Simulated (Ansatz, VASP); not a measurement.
## Two plane-wave programs on SiC

```
Si C
1.0
    -4.37972    4.37972   -4.37972
     4.37972    4.37972    4.37972
     4.37972   -4.37972   -4.37972
Si C
16 16
Direct
  0.00000 0.00000 0.75000
  0.00000 0.25000 0.50000
  0.00000 0.50000 0.25000
  0.00000 0.75000 0.00000
  0.25000 0.00000 0.50000
  0.25000 0.25000 0.25000
  0.25000 0.50000 0.00000
  0.25000 0.75000 0.75000
  0.50000 0.00000 0.25000
  0.50000 0.25000 0.00000
  0.50000 0.50000 0.75000
  0.50000 0.75000 0.50000
  0.75000 0.00000 0.00000
  0.75000 0.25000 0.75000
  0.75000 0.50000 0.50000
  0.75000 0.75000 0.25000
  0.00000 0.00000 0.00000
  0.00000 0.25000 0.75000
  0.00000 0.50000 0.50000
  0.00000 0.75000 0.25000
  0.25000 0.00000 0.75000
  0.25000 0.25000 0.50000
  0.25000 0.50000 0.25000
  0.25000 0.75000 0.00000
  0.50000 0.00000 0.50000
  0.50000 0.25000 0.25000
  0.50000 0.50000 0.00000
  0.50000 0.75000 0.75000
  0.75000 0.00000 0.25000
  0.75000 0.25000 0.00000
  0.75000 0.50000 0.75000
  0.75000 0.75000 0.50000
```

Alike in both runs: task single point; functional PBE; k mesh 1 × 1 × 1; occupations fermi-dirac, width 0.01 eV; no spin polarisation.

|  | VASP | Ansatz |
| --- | --- | --- |
| version | VASP 6.6.1 | Ansatz 0.2.0 |
| potentials or method | VASP PAW PBE potentials, release 64 (Si, C), cutoff 600 eV | plane-wave PAW DFT |
| valence electrons in the cell | 128 | 128 |

```tsv
	VASP	Ansatz	Ansatz less VASP
gap on the k mesh at the Fermi level (eV)	1.30	1.30	+0.002
```

The k mesh is coarse, so the values compare programs but aren't converged.
